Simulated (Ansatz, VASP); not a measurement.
This is a calculation of MoN2 for Ansatz 0.2.0.

input.yaml

```yaml
crystal:
  lattice:
    - [4.348053, 0.0, 0.0]
    - [0.0, 4.348053, 0.0]
    - [0.0, 0.0, 2.76746]
  atoms:
    - { symbol: Mo, position: [0.0, 0.0, 0.0] }
    - { symbol: Mo, position: [0.5, 0.5, 0.0] }
    - { symbol: "N", position: [0.611647, 0.888353, 0.5] }
    - { symbol: "N", position: [0.388353, 0.111647, 0.5] }
    - { symbol: "N", position: [0.111647, 0.611647, 0.5] }
    - { symbol: "N", position: [0.888353, 0.388353, 0.5] }
hamiltonian:
  xc: lda
  pseudopotentials: { kind: paw }
kpoints:
  mp_grid: { grid: [6, 6, 10] }
scf:
  occupations: { method: fermi_dirac, width: 0.05 }
output:
  forces: true
  stress: true
  eigenvalues: true
relax:
  f_tol: 0.01
  max_steps: 40
  cell: { stress_tol: 0.05 }
```

Potentials or basis: Ansatz PAW.

The run is started by

```bash
$ ansatz run input.yaml --threads 2 --pin off --max-ram 5632MiB --backend cpu --events-out ev --progress --plain --runs-dir out
```

**Question.** Set up the same calculation for VASP 6.6.1. Potentials there: VASP PAW LDA potentials, release 64 (Mo_sv, N).

**Answer.** As run (the cutoff follows the program's own potentials):

INCAR

```
PREC = Accurate ; ENCUT = 600
EDIFF = 1E-7 ; ISMEAR = -1
SIGMA = 0.05 ; LREAL = F
LASPH = T ; NELM = 100
ALGO = Normal ; ISIF = 3
LWAVE = F ; LCHARG = F
IBRION = 2 ; NSW = 60
EDIFFG = -0.01
```

Contents of KPOINTS:

```
Automatic mesh
0
Gamma
  6 6 10
```

Contents of POSCAR:

```
MoN2
1.0
    4.3480530000      0.0000000000      0.0000000000
    0.0000000000      4.3480530000      0.0000000000
    0.0000000000      0.0000000000      2.7674600000
Mo N
2 4
Direct
    0.0000000000      0.0000000000      0.0000000000
    0.5000000000      0.5000000000      0.0000000000
    0.6116470000      0.8883530000      0.5000000000
    0.3883530000      0.1116470000      0.5000000000
    0.1116470000      0.6116470000      0.5000000000
    0.8883530000      0.3883530000      0.5000000000
```

Potentials or basis: VASP PAW LDA potentials, release 64 (Mo_sv, N).

Command:

```sh
$ cat potpaw_LDA.64/Mo_sv/POTCAR potpaw_LDA.64/N/POTCAR > POTCAR
$ mpirun -np 1 vasp_std > vasp.out
```

Both were run:

|  | VASP | Ansatz | Ansatz less VASP |
| --- | --- | --- | --- |
| gap on the k mesh at the Fermi level, each at its own relaxed structure (eV) | none | none | - |
| relaxed volume (Å³/atom) | 8.23 | 8.21 | -0.026 |
| relaxed length of the cell vector where the two differ most in proportion (Å) | 4.269 | 4.264 | -0.0051 |

LDA's correlation is that of Perdew and Zunger in VASP and of Perdew and Wang (1992) in Ansatz. A gap of «none» marks a metal or a gap that the smearing closes.

Noted on Ansatz's run: the plane-wave basis is chosen anew once the cell has moved, so the energies of steps on either side of that aren't comparable.
